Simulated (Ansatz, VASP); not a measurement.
## AlN in VASP and in Ansatz

```xyz
2
Lattice="0.0000 2.1840 2.1840 2.1840 0.0000 2.1840 2.1840 2.1840 0.0000" Properties=species:S:1:pos:R:3 pbc="T T T"
Al    0.0000    0.0000    0.0000
N     1.0920    1.0920    1.0920
```

Alike in both runs: task single point; functional PBE; k mesh 10 × 10 × 10; occupations gaussian, width 0.014 eV; no spin polarisation.

|  | VASP | Ansatz |
| --- | --- | --- |
| version | VASP 6.6.1 | Ansatz 0.2.0 |
| potentials or method | VASP PAW PBE potentials, release 64 (Al, N) | Ansatz PAW |
| plane-wave cutoff (eV) | 520 | 420 |
| valence electrons in the cell | 8 | 8 |

|  | VASP | Ansatz | Ansatz less VASP |
| --- | --- | --- | --- |
| gap on the k mesh at the Fermi level (eV) | 3.32 | 3.33 | +0.008 |
| least direct gap on the mesh (eV) | 4.20 | 4.19 | -0.010 |
| pressure (GPa) | 4.6 | 4.9 | +0.28 |
